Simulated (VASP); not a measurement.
# Rh (P6_3/mmc) in VASP: notebook

The runs below take Rh through single point, with PBEsol.

Everything below comes from runs of VASP 6.6.1. Logs are shortened: lines on timing, memory, paths and dates and some standing lists are left out, and cuts for length are marked.

### 1 The cell of the first run

The structure is hexagonal, space group P6_3/mmc (No. 194). Conventional cell: a = 2.904 Å, b = 2.904 Å, c = 3.983 Å, α = 90.00°, β = 90.00°, γ = 120.00°. Within 3.4 Å of Rh (site symmetry -6m2) lie 12 Rh at 2.60 to 2.90 Å.

This isn't the form of Rh at room conditions, which is fcc.

### 2 Single point, PBEsol (strain +0.080 along x and y, -0.080 along z)

The input, INCAR:

```
SYSTEM = Rh
  PREC = Accurate
  ENCUT = 520
  EDIFF = 1E-7
  ISMEAR = 0
  SIGMA = 0.15
  LREAL = .False.
  LASPH = .True.
  NELM = 100
  ALGO = Fast
  ISIF = 2
  LWAVE = .False.
  LCHARG = .False.
  GGA = PS
  NBANDS = 22
```

The input, KPOINTS:

```
regular mesh
0
Gamma
  24 24 14
  0 0 0
```

The input, POSCAR:

```
Rh
1.0
    2.9038349716      0.0000000000      0.0000000000
   -1.4519174858      2.5147948538      0.0000000000
    0.0000000000      0.0000000000      3.9826986242
Rh
2
Direct
    0.6666666667      0.3333333333      0.7500000000
    0.3333333333      0.6666666667      0.2500000000
```

Potentials or basis: VASP PAW PBE potentials, release 64 (Rh_pv).

Launch:

```
cat potpaw_PBE.64/Rh_pv/POTCAR > POTCAR
mpirun -np 1 vasp_std > vasp.out
```

OUTCAR:

```text
SYSTEM = Rh
   PREC = Accurate
   ENCUT = 520
   EDIFF = 1E-7
   ISMEAR = 0
   LREAL = .False.
   LASPH = .True.
   NELM = 100
   ISIF = 2
   GGA = PS

 ion  position               nearest neighbor table
   1  0.667  0.333  0.750-   2 2.60   2 2.60   2 2.60   2 2.60   2 2.60   2 2.60
   2  0.333  0.667  0.250-   1 2.60   1 2.60   1 2.60   1 2.60   1 2.60   1 2.60

  LATTYP: Found a hexagonal cell.
 ALAT       =     2.9038349716
 C/A-ratio  =     1.3715306356

  Lattice vectors:

 A1 = (   2.9038349716,   0.0000000000,   0.0000000000)
 A2 = (  -1.4519174858,   2.5147948538,   0.0000000000)
 A3 = (   0.0000000000,   0.0000000000,   3.9826986242)

Analysis of symmetry for initial positions (statically):
=====================================================================
 Subroutine PRICEL returns:
 Original cell was already a primitive cell.

 Routine SETGRP: Setting up the symmetry group for a
 hexagonal supercell.

 Subroutine GETGRP returns: Found 24 space group operations
 (whereof 12 operations were pure point group operations)
 out of a pool of 24 trial point group operations.

The static configuration has the point symmetry D_3d.
 The point group associated with its full space group is D_6h.

Analysis of symmetry for dynamics (positions and initial velocities):
=====================================================================
 Subroutine PRICEL returns:
 Original cell was already a primitive cell.

 Routine SETGRP: Setting up the symmetry group for a
 hexagonal supercell.

 Subroutine GETGRP returns: Found 24 space group operations
 (whereof 12 operations were pure point group operations)
 out of a pool of 24 trial point group operations.

The dynamic configuration has the point symmetry D_3d.
 The point group associated with its full space group is D_6h.

 Subroutine INISYM returns: Found 24 space group operations
 (whereof 12 operations are pure point group operations),
 and found     1 'primitive' translations

----------------------------------------------------------------------------------------

                                     Primitive cell

  volume of cell :      29.0839

  direct lattice vectors                    reciprocal lattice vectors
     2.903834972  0.000000000  0.000000000     0.344372187  0.198823375  0.000000000
    -1.451917486  2.514794854  0.000000000     0.000000000  0.397646750  0.000000000
     0.000000000  0.000000000  3.982698624     0.000000000  0.000000000  0.251086033

  length of vectors
     2.903834972  2.903834972  3.982698624     0.397646750  0.397646750  0.251086033

  position of ions in fractional coordinates (direct lattice)
     0.666666667  0.333333333  0.750000000
     0.333333333  0.666666667  0.250000000

  ion indices of the primitive-cell ions
   primitive index   ion index
                 1           1
                 2           2

----------------------------------------------------------------------------------------

 KPOINTS: regular mesh

Automatic generation of k-mesh.
 Grid dimensions read from file:
 generate k-points for:   24   24   14

 Generating k-lattice:

  Cartesian coordinates                     Fractional coordinates (reciprocal lattice)
     0.014348841  0.008284307  0.000000000     0.041666667 -0.000000000  0.000000000
     0.000000000  0.016568615  0.000000000     0.000000000  0.041666667  0.000000000
     0.000000000  0.000000000  0.017934717     0.000000000  0.000000000  0.071428571

  Length of vectors
     0.016568615  0.016568615  0.017934717

  Shift w.r.t. Gamma in fractional coordinates (k-lattice)
     0.000000000  0.000000000  0.000000000

 Subroutine IBZKPT returns following result:
 ===========================================

 Found    488 irreducible k-points:

 Following reciprocal coordinates:
            Coordinates               Weight
  0.000000  0.000000  0.000000      1.000000
  0.041667  0.000000  0.000000      6.000000
  0.083333  0.000000  0.000000      6.000000
  0.125000  0.000000  0.000000      6.000000
  0.166667  0.000000  0.000000      6.000000
  0.208333 -0.000000  0.000000      6.000000
[... 16 lines left out ...]
  0.416667  0.041667  0.000000     12.000000
  0.458333  0.041667  0.000000     12.000000
 [... further k-points ...]
   k-points           NKPTS =    488   k-points in BZ     NKDIM =    488   number of bands    NBANDS=     22
   number of dos      NEDOS =    301   number of ions     NIONS =      2
   total plane-waves  NPLWV =  17280
   dimension x,y,z NGX =    24 NGY =   24 NGZ =   30
   dimension x,y,z NGXF=    48 NGYF=   48 NGZF=   60
   ions per type =               2
   NGX,Y,Z   is equivalent  to a cutoff of  13.74, 13.74, 12.52 a.u.
   NGXF,Y,Z  is equivalent  to a cutoff of  27.48, 27.48, 25.05 a.u.
 SYSTEM =  Rh
   PREC   = accura    normal or accurate (medium, high low for compatibility)
   ISTART =      0    job   : 0-new  1-cont  2-samecut
   ICHARG =      2    charge: 1-file 2-atom 10-const
   ISPIN  =      1    spin polarized calculation?
   LNONCOLLINEAR =      F non collinear calculations
   LSORBIT =      F    spin-orbit coupling
   LASPH  =      T    aspherical Exc in radial PAW
   ENCUT  =  520.0 eV  38.22 Ry    6.18 a.u.   5.40  5.40  7.41*2*pi/ulx,y,z
   NELM   =    100;   NELMIN=  2; NELMDL= -5     # of ELM steps
   EDIFF  = 0.1E-06   stopping-criterion for ELM
   LREAL  =      F    real-space projection
   EDIFFG = 0.1E-05   stopping-criterion for IOM
   NSW    =      0    number of steps for IOM
   IBRION =     -1    ionic relax: 0-MD 1-quasi-New 2-CG
   NFREE  =      0    steps in history (QN), initial steepest desc. (CG)
   ISIF   =      2    stress and relaxation
   ISYM   =      2    0-nonsym 1-usesym 2-fastsym
   POTIM  = 0.5000    time-step for ionic-motion
   TEBEG  =    0.0;   TEEND  =   0.0 temperature during run
   PSTRESS=    0.0 pullay stress
   NELECT =      30.0000    total number of electrons
   NUPDOWN=      -1.0000    fix difference up-down
   EMIN   =  10.00;   EMAX   =-10.00  energy-range for DOS
   EFERMI =   0.00;   METHOD = LEGACY
   ISMEAR =     0;   SIGMA  =   0.15  broadening in eV -4-tet -1-fermi 0-gaus
   EFERMI_NEDOS =   21; number of points for ismear=-14 and -15
   IALGO  =     68    algorithm
   IMIX   =      4    mixing-type and parameters
     AMIX     =   0.40;   BMIX     =  1.00
     AMIX_MAG =   1.60;   BMIX_MAG =  1.00
  volume/ion in A,a.u.               =      14.54        98.13
  Fermi-wavevector in a.u.,A,eV,Ry     =   1.654111  3.125816 37.226664  2.736083
  Thomas-Fermi vector in A             =   2.742434
   LORBIT       =      0    0 simple, 1 ext, 2 COOP (PROOUT), +10 PAW based schemes
   GGA     = PS    functional components
   LHFCALC =     F    Hartree Fock is set to
   AEXX    =    0.0000 exact exchange contribution
   IVDW    =     0    specifies the selected vdW correction
   LEPSILON=     F    determine dielectric tensor
   LRPA    =     F    only Hartree local field effects (RPA)
 non-spin polarized calculation
 RMM-DIIS sequential band-by-band and
 Gauss-broadening in eV      SIGMA  =   0.15
  energy-cutoff  :      520.00
  volume of cell :       29.08
 maximum number of plane-waves:       819
 NGX is ok and might be reduce to    24
   NGX = 11   NGY = 11   NGZ = 15

 number of electron      29.9999998 magnetization

 Free energy of the ion-electron system (eV)
  ---------------------------------------------------
  ext. energy  EPLUGINS =         0.00000000
  ---------------------------------------------------
  free energy    TOTEN  =       -15.80603136 eV

  energy without entropy =      -15.75835115  energy(sigma->0) =      -15.78219126

 E-fermi :  10.8421     XC(G=0): -13.8315

 val. band max:       10.8410542224   @ k =   0.2500   0.1667   0.2143
 cond. band min:      10.8431452242   @ k =   0.2917   0.1667   0.1429
 fundamental gap:      0.0020910018
 Fermi energy:        10.8420952559

 k-point     1 :       0.0000    0.0000    0.0000
  band No.  band energies     occupation
      1     -36.2879      2.00000
      2     -35.6317      2.00000
      3     -35.6317      2.00000
      4     -35.4300      2.00000
      5     -35.4279      2.00000
      6     -35.4279      2.00000
[... 14 lines left out ...]
     21      29.7495      0.00000
     22      30.6244      0.00000

 k-point     2 :       0.0417    0.0000    0.0000
  band No.  band energies     occupation
      1     -36.2842      2.00000
      2     -35.6357      2.00000
      3     -35.6339      2.00000
      4     -35.4328      2.00000
      5     -35.4327      2.00000
      6     -35.4278      2.00000
[... 14 lines left out ...]
     21      29.5319      0.00000
     22      30.2455      0.00000

 k-point     3 :       0.0833    0.0000    0.0000
  band No.  band energies     occupation
      1     -36.2732      2.00000
      2     -35.6474      2.00000
      3     -35.6401      2.00000
      4     -35.4467      2.00000
      5     -35.4413      2.00000
      6     -35.4278      2.00000
[... 14 lines left out ...]
     21      28.7373      0.00000
     22      29.3441      0.00000

 k-point     4 :       0.1250    0.0000    0.0000
  band No.  band energies     occupation
      1     -36.2552      2.00000
      2     -35.6661      2.00000
      3     -35.6498      2.00000
      4     -35.4689      2.00000
      5     -35.4552      2.00000
      6     -35.4281      2.00000
[... 14 lines left out ...]
     21      27.9681      0.00000
     22      28.3240      0.00000

 k-point     5 :       0.1667    0.0000    0.0000
  band No.  band energies     occupation
      1     -36.2307      2.00000
      2     -35.6906      2.00000
      3     -35.6621      2.00000
      4     -35.4975      2.00000
      5     -35.4745      2.00000
      6     -35.4286      2.00000
[... 14 lines left out ...]
     21      27.2675      0.00000
     22      27.8687      0.00000

 k-point     6 :       0.2083   -0.0000    0.0000
  band No.  band energies     occupation
      1     -36.2006      2.00000
      2     -35.7194      2.00000
      3     -35.6761      2.00000
      4     -35.5304      2.00000
      5     -35.4985      2.00000
      6     -35.4296      2.00000
[... 14 lines left out ...]
     21      26.2202      0.00000
     22      28.2356      0.00000

 k-point     7 :       0.2500    0.0000    0.0000
  band No.  band energies     occupation
      1     -36.1656      2.00000
      2     -35.7505      2.00000
      3     -35.6907      2.00000
      4     -35.5651      2.00000
      5     -35.5269      2.00000
      6     -35.4311      2.00000
[... 324 lines left out ...]
      6     -35.4363      2.00000
[... 14 lines left out ...]
     21      23.5826      0.00000
     22      27.4207      0.00000

 k-point    21 :       0.3333    0.0417    0.0000
  band No.  band energies     occupation
      1     -36.0644      2.00000
      2     -35.8246      2.00000
      3     -35.7275      2.00000
      4     -35.6423      2.00000
      5     -35.6124      2.00000
      6     -35.4384      2.00000
[... 14 lines left out ...]
     21      22.8116      0.00000
     22      26.8550      0.00000

 k-point    22 :       0.3750    0.0417    0.0000
  band No.  band energies     occupation
      1     -36.0260      2.00000
      2     -35.8477      2.00000
      3     -35.7362      2.00000
      4     -35.6661      2.00000
      5     -35.6461      2.00000
      6     -35.4403      2.00000
[... 14 lines left out ...]
     21      22.1762      0.00000
     22      26.3610      0.00000

 k-point    23 :       0.4167    0.0417    0.0000
  band No.  band energies     occupation
      1     -35.9940      2.00000
      2     -35.8641      2.00000
      3     -35.7417      2.00000
      4     -35.6833      2.00000
      5     -35.6748      2.00000
      6     -35.4416      2.00000
[... 14 lines left out ...]
     21      22.2216      0.00000
     22      25.9388      0.00000

 k-point    24 :       0.4583    0.0417    0.0000
  band No.  band energies     occupation
      1     -35.9749      2.00000
      2     -35.8726      2.00000
      3     -35.7443      2.00000
      4     -35.6923      2.00000
      5     -35.6922      2.00000
      6     -35.4423      2.00000
[... 14 lines left out ...]
     21      22.7118      0.00000
     22      25.6527      0.00000

 [... further k-points ...]
[... 5 lines left out ...]
  --------------------------------------------------------------------------------------
  -------------------------------------------------------------------------------------
  Total       -3.6026258     -3.6026258      1.5611346     -0.0000000     -0.0000000      0.0000000
  in kB     -198.4622013   -198.4622013     86.0001079     -0.0000000     -0.0000000      0.0000000
  external PRESSURE =    -103.6414316 kB  Pullay stress =       0.0000000 kB

 VOLUME and BASIS-vectors are now :
 -----------------------------------------------------------------------------
  energy-cutoff  :      520.00
  volume of cell :       29.08
      direct lattice vectors                 reciprocal lattice vectors
     2.903834972  0.000000000  0.000000000     0.344372187  0.198823375  0.000000000
    -1.451917486  2.514794854  0.000000000     0.000000000  0.397646750  0.000000000
     0.000000000  0.000000000  3.982698624     0.000000000  0.000000000  0.251086033

 POSITION                                       TOTAL-FORCE (eV/Angst)
 -----------------------------------------------------------------------------------
      1.45192      0.83826      2.98702         0.000000     -0.000000      0.000000
     -0.00000      1.67653      0.99567        -0.000000      0.000000      0.000000
 -----------------------------------------------------------------------------------
    total drift:                                0.000000     -0.000000      0.000000

  FREE ENERGIE OF THE ION-ELECTRON SYSTEM (eV)
  ---------------------------------------------------
  free  energy   TOTEN  =       -15.8060313630 eV

  energy  without entropy=      -15.7583511471  energy(sigma->0) =      -15.78219126
```

Run time: 1.9 min. Hardware: 1 thread of Intel Xeon 6975P-C (Granite Rapids), shared host; peak memory 0.34 GiB.

Results:

* Free energy: -15.8060 eV
* Pressure: -10.4 GPa
* Band gap on the k mesh: zero (bands 15 and 16 overlap by 1.46 eV)

Levels at points of the mesh, in eV from the Fermi level:
```
           k point  band 11  band 12  band 13  band 14  band 15  band 16  band 17  band 18  band 19  band 20
(0.00, 0.00, 0.00)    -2.75    -2.75    -2.10    -2.10    -1.63     0.18     0.18     2.61    10.49    14.93
(0.50, 0.00, 0.00)    -2.47    -1.80    -1.28    -0.36     0.28     1.11     2.34     4.12    10.77    10.80
(0.00, 0.00, 0.50)    -3.45    -3.45    -2.25    -2.25    -0.13    -0.13    -0.13    -0.13    14.64    14.64
(0.50, 0.00, 0.50)    -2.07    -2.07    -0.42    -0.42     0.10     0.10     2.37     2.37     8.56     8.56
```

Caveat: the cell differs from its parent crystal (strain +0.080 along x and y, -0.080 along z); the stress differs along the axes, from -20 to 9 GPa; the PAW data sets were made with another functional, which shifts forces and pressure a little.

### 3 Single point, PBEsol (strain +0.000 along x and y, +0.080 along z)

The input, INCAR:

```
  ALGO = Fast
  EDIFF = 1E-7
  ENCUT = 520
  GGA = PS
  ISIF = 2
  ISMEAR = 0
  LASPH = True
  LCHARG = True
  LELF = True
  LREAL = False
  LVHAR = True
  LWAVE = False
  NBANDS = 22
  NELM = 80
  PREC = Accurate
  SIGMA = 0.15
```

The input, KPOINTS:

```
k-points
0
Gamma
  24 24 14
```

The input, POSCAR:

```
Rh
1.0
    2.6887360848      0.0000000000      0.0000000000
   -1.3443680424      2.3285137535      0.0000000000
    0.0000000000      0.0000000000      4.6753418632
Rh
2
Direct
    0.6666666667      0.3333333333      0.7500000000
    0.3333333333      0.6666666667      0.2500000000
```

Potentials or basis: VASP PAW PBE potentials, release 64 (Rh_pv).

Launch:

```
cat potpaw_PBE.64/Rh_pv/POTCAR > POTCAR
mpirun -np 1 vasp_std > vasp.out
```

Wall time 2.3 min (1 thread of Intel Xeon 6975P-C (Granite Rapids), shared host); peak memory 0.33 GiB.

Results (log left out):

```yaml
Free_energy: -16.0061 eV
Pressure: -17.3 GPa
Band_gap_on_the_k_mesh: zero (bands 15 and 16 overlap by 2.41 eV)
```

Stress tensor (GPa, compression positive):
```
-11.93   0.00   0.00
  0.00 -11.93   0.00
  0.00   0.00 -27.92
```

Levels at points of the mesh, in eV from the Fermi level:
| k point | band 12 | band 13 | band 14 | band 15 | band 16 | band 17 | band 18 | band 19 |
| --- | --- | --- | --- | --- | --- | --- | --- | --- |
| (0.00, 0.00, 0.00) | -2.36 | -2.36 | -1.22 | -1.22 | 0.14 | 0.22 | 0.22 | 7.02 |
| (0.50, 0.00, 0.00) | -2.20 | -1.70 | 0.43 | 0.76 | 0.94 | 3.02 | 5.05 | 9.78 |
| (0.00, 0.00, 0.50) | -2.71 | -2.71 | -2.71 | -0.29 | -0.29 | -0.29 | -0.29 | 13.31 |
| (0.50, 0.00, 0.50) | -1.23 | -0.21 | -0.21 | 0.86 | 0.86 | 2.65 | 2.65 | 8.96 |

Caveat: the cell differs from its parent crystal (strain +0.000 along x and y, +0.080 along z); the stress differs along the axes, from -28 to -12 GPa; the PAW data sets were made with another functional, which shifts forces and pressure a little.

[end of part 1 of 2]
